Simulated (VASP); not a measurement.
# In (I4/mmm) in VASP: notebook, part 2 of 2

VASP 6.6.1. The steps go on from the part before.

## 5. Single point, PBE (strain +0.030 along x and y, +0.030 along z)

Contents of INCAR:

```
SYSTEM = In
ALGO = Fast ; EDIFF = 1E-7
ENCUT = 520 ; GGA = PE
ISIF = 2 ; ISMEAR = 0
LASPH = .True. ; LCHARG = .False.
LREAL = .False. ; LWAVE = .False.
NBANDS = 12 ; NELM = 100
PREC = Accurate ; SIGMA = 0.15
```

Contents of KPOINTS:

```
k-points
0
Gamma
  20 20 20
  0 0 0
```

Contents of POSCAR:

```
In
1.0
   -1.6749345000      1.6749345000      2.5481685000
    1.6749345000     -1.6749345000      2.5481685000
    1.6749345000      1.6749345000     -2.5481685000
In
1
Direct
    0.0000000000      0.0000000000      0.0000000000
```

Potentials or basis: VASP PAW PBE potentials, release 64 (In_d).

Started as:

```
$ cat potpaw_PBE.64/In_d/POTCAR > POTCAR
$ mpirun -np 1 vasp_std > vasp.out
```

OUTCAR:

```text
SYSTEM = In
   EDIFF = 1E-7
   ENCUT = 520
   GGA = PE
   ISIF = 2
   ISMEAR = 0
   LASPH = .True.
   LREAL = .False.
   NELM = 100
   PREC = Accurate

 ion  position               nearest neighbor table
   1  0.000  0.000  0.000-

  LATTYP: Found a body centered tetragonal cell.
 ALAT       =     3.3498690000
 C/A-ratio  =     1.5213541186

  Lattice vectors:

 A1 = (  -1.6749345000,   1.6749345000,   2.5481685000)
 A2 = (   1.6749345000,  -1.6749345000,   2.5481685000)
 A3 = (   1.6749345000,   1.6749345000,  -2.5481685000)

Analysis of symmetry for initial positions (statically):
=====================================================================
 Subroutine PRICEL returns:
 Original cell was already a primitive cell.

 Routine SETGRP: Setting up the symmetry group for a
 body centered tetragonal supercell.

 Subroutine GETGRP returns: Found 16 space group operations
 (whereof 16 operations were pure point group operations)
 out of a pool of 16 trial point group operations.

The static configuration has the point symmetry D_4h.

Analysis of symmetry for dynamics (positions and initial velocities):
[... 162 lines left out ...]
 cond. band min:       6.5514801599   @ k =  -0.4000   0.4000   0.2000
 fundamental gap:      0.0035766708
 Fermi energy:         6.5486101391

 k-point     1 :       0.0000    0.0000    0.0000
  band No.  band energies     occupation
      1      -8.0559      2.00000
      2      -7.9730      2.00000
      3      -7.9730      2.00000
      4      -7.9113      2.00000
      5      -7.8278      2.00000
      6      -2.3993      2.00000
      7      16.3103      0.00000
      8      16.3103      0.00000
      9      16.4368      0.00000
     10      17.9351      0.00000
     11      19.7650      0.00000
     12      19.9335      0.00000
[... 331 lines left out ...]
 k-point    24 :      -0.3500    0.0500   -0.0000
  band No.  band energies     occupation
      1      -8.0253      2.00000
      2      -8.0073      2.00000
      3      -7.9441      2.00000
      4      -7.8114      2.00000
      5      -7.7795      2.00000
      6      -0.0243      2.00000
      7       7.0735      0.00000
      8      13.6551      0.00000
      9      15.0482      0.00000
     10      17.2927      0.00000
     11      18.3997      0.00000
     12      19.5517      0.00000

 [... further k-points ...]
[... 5 lines left out ...]
  --------------------------------------------------------------------------------------
  -------------------------------------------------------------------------------------
  Total       -0.2169589     -0.2169589     -0.2602319      0.0000000      0.0000000      0.0000000
  in kB      -12.1563809    -12.1563809    -14.5809997      0.0000000      0.0000000      0.0000000
  external PRESSURE =     -12.9645872 kB  Pullay stress =       0.0000000 kB

 VOLUME and BASIS-vectors are now :
 -----------------------------------------------------------------------------
  energy-cutoff  :      520.00
  volume of cell :       28.59
      direct lattice vectors                 reciprocal lattice vectors
    -1.674934500  1.674934500  2.548168500     0.000000000  0.298519136  0.196219363
     1.674934500 -1.674934500  2.548168500     0.298519136  0.000000000  0.196219363
     1.674934500  1.674934500 -2.548168500     0.298519136  0.298519136  0.000000000

 POSITION                                       TOTAL-FORCE (eV/Angst)
 -----------------------------------------------------------------------------------
      0.00000      0.00000      0.00000         0.000000      0.000000      0.000000
 -----------------------------------------------------------------------------------
    total drift:                                0.000000      0.000000      0.000000

  FREE ENERGIE OF THE ION-ELECTRON SYSTEM (eV)
  ---------------------------------------------------
  free  energy   TOTEN  =        -2.5582208596 eV

  energy  without entropy=       -2.5529961059  energy(sigma->0) =       -2.55560848
```

OSZICAR:

```text
N       E                     dE             d eps       ncg     rms          rms(c)
DAV:   1     0.781510240804E+02    0.78151E+02   -0.62312E+03 15616   0.132E+03
DAV:   2     0.131149301746E+01   -0.76840E+02   -0.74996E+02 16068   0.289E+02
DAV:   3    -0.248854055154E+01   -0.38000E+01   -0.37883E+01 18324   0.645E+01
DAV:   4    -0.257591873496E+01   -0.87378E-01   -0.87352E-01 19640   0.996E+00
DAV:   5    -0.257982374284E+01   -0.39050E-02   -0.39049E-02 21108   0.183E+00    0.189E+00
RMM:   6    -0.256148389468E+01    0.18340E-01   -0.25296E-02 18802   0.246E+00    0.101E+00
RMM:   7    -0.255819611004E+01    0.32878E-02   -0.10371E-02 18136   0.129E+00    0.223E-01
RMM:   8    -0.255814234525E+01    0.53765E-04   -0.16757E-03 20363   0.651E-01    0.506E-02
RMM:   9    -0.255820623358E+01   -0.63888E-04   -0.54326E-04 23036   0.256E-01    0.406E-02
RMM:  10    -0.255821403251E+01   -0.77989E-05   -0.15879E-04 20710   0.227E-01    0.618E-03
RMM:  11    -0.255821947691E+01   -0.54444E-05   -0.74158E-05 25579   0.914E-02    0.100E-02
RMM:  12    -0.255822112144E+01   -0.16445E-05   -0.14114E-05 23610   0.420E-02    0.253E-02
RMM:  13    -0.255822077236E+01    0.34908E-06   -0.25519E-06 19691   0.255E-02    0.126E-02
RMM:  14    -0.255822084236E+01   -0.69999E-07   -0.14841E-06 21566   0.119E-02    0.816E-03
RMM:  15    -0.255822085958E+01   -0.17219E-07   -0.22091E-07 11550   0.514E-03
   1 F= -.25582209E+01 E0= -.25556085E+01  d E =-.522475E-02
```

stdout:

```text
POSCAR found type information on POSCAR In
 POSCAR found :  1 types and       1 ions
 scaLAPACK will be used
 LDA part: xc-table for (Slater+PW92), standard interpolation
 POSCAR, INCAR and KPOINTS ok, starting setup
 FFT: planning ... GRIDC
 FFT: planning ... GRID_SOFT
 FFT: planning ... GRID
 WAVECAR not read
 entering main loop
WARNING in EDDRMM: call to ZHEGV failed, returncode =   6  3     11
WARNING in EDDRMM: call to ZHEGV failed, returncode =   8  4     10
WARNING in EDDRMM: call to ZHEGV failed, returncode =   8  4     12
WARNING in EDDRMM: call to ZHEGV failed, returncode =   6  3     12
WARNING in EDDRMM: call to ZHEGV failed, returncode =   6  3     11
WARNING in EDDRMM: call to ZHEGV failed, returncode =   6  3     10
WARNING in EDDRMM: call to ZHEGV failed, returncode =   6  3     11
WARNING in EDDRMM: call to ZHEGV failed, returncode =   8  4     11
WARNING in EDDRMM: call to ZHEGV failed, returncode =   8  4     11
WARNING in EDDRMM: call to ZHEGV failed, returncode =   8  4     11
WARNING in EDDRMM: call to ZHEGV failed, returncode =   8  4     11
WARNING in EDDRMM: call to ZHEGV failed, returncode =   8  4     11
WARNING in EDDRMM: call to ZHEGV failed, returncode =   8  4     12
WARNING in EDDRMM: call to ZHEGV failed, returncode =   8  4     11
WARNING in EDDRMM: call to ZHEGV failed, returncode =   6  3     11
WARNING in EDDRMM: call to ZHEGV failed, returncode =   8  4     12
WARNING in EDDRMM: call to ZHEGV failed, returncode =   6  3     10
```

It took 2.9 min on 1 thread of AMD EPYC 9R45 (Zen 5), shared host; peak memory 0.29 GiB.

Results:

| Property | Result |
| --- | --- |
| Free energy | -2.5582 eV |
| Pressure | -1.3 GPa |

Stress tensor (GPa, compression positive):
```
-1.22  0.00  0.00
 0.00 -1.22  0.00
 0.00  0.00 -1.46
```

Caveat: the cell differs from its parent crystal (strain +0.030 along x and y, +0.030 along z); spin-orbit coupling is left out, which moves the levels of the heavy elements.

## 6. Overview

| cell | further INCAR settings | gap on the mesh (eV) | pressure (GPa) |
| --- | --- | --- | --- |
| a = 3.428 Å, angles 122.4, 122.4, 85.8°, 1 atom | ALGO = Fast; EDIFF = 1e-06; NBANDS = 12 | none | 0.1 |
| a = 3.425 Å, angles 121.4, 121.4, 87.5°, 1 atom | ALGO = Fast; EDIFF = 1e-06; NBANDS = 12 | none | -0.3 |
| a = 3.452 Å, angles 121.9, 121.9, 86.7°, 1 atom | ALGO = Fast; EDIFF = 1e-06; NBANDS = 12 | none | -0.8 |
| a = 3.479 Å, angles 122.4, 122.4, 85.8°, 1 atom | ALGO = Fast; EDIFF = 1e-07; NBANDS = 12 | none | -1.3 |

Alike in all rows: task single point; level PBE; potentials or basis VASP PAW PBE potentials, release 64 (In_d); no spin polarisation; k mesh 20 × 20 × 20; cutoff (eV) 520; smearing gaussian 0.15 eV.

Caveats: spin-orbit coupling is left out, which moves the levels of the heavy elements.

Total energies depend on the potentials used, so only differences within one code and one set of settings carry meaning.
